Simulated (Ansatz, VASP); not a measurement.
## Ta3WO2: VASP beside Ansatz

```xyz
6
Lattice="4.3130 0.0000 0.0000 0.0000 4.3130 0.0000 0.0000 0.0000 4.3274" Properties=species:S:1:pos:R:3 pbc="T T T"
Ta    0.0000    2.1565    0.0000
Ta    2.1565    0.0000    0.0000
Ta    2.1565    2.1565    2.1637
W     0.0000    0.0000    2.1637
O     0.0000    0.0000    0.0000
O     2.1565    2.1565    0.0000
```

Alike in both runs: functional PBE; k mesh 10 × 10 × 10; occupations gaussian, width 0.1 eV; no spin polarisation.

Ansatz relaxed the structure, and its values are those at the end. VASP's run is a single point on that final structure, the one shown.

|  | VASP | Ansatz |
| --- | --- | --- |
| version | VASP 6.6.1 | Ansatz 0.2.0 |
| potentials or method | VASP PAW PBE potentials, release 64 (Ta_pv, W_sv, O), cutoff 520 eV | scalar-relativistic, plane waves, PAW |
| valence electrons in the cell | 59 | 65 |

VASP gave:

| Item | Value |
| --- | --- |
| gap on the k mesh at the Fermi level (eV) | none |
| pressure (GPa) | 0.5 |

Q: Which values does Ansatz return?

A: gap on the k mesh at the Fermi level (eV): none; pressure (GPa): 0.0.

A gap of «none» marks a metal or a gap that the smearing closes. With one functional, cell and mesh, what is left measures potentials, basis and numerics. VASP's potentials hold 59 valence electrons a cell and Ansatz's 65, so a difference there can come from the potentials and not from the codes.

Neither program's run includes spin-orbit coupling.
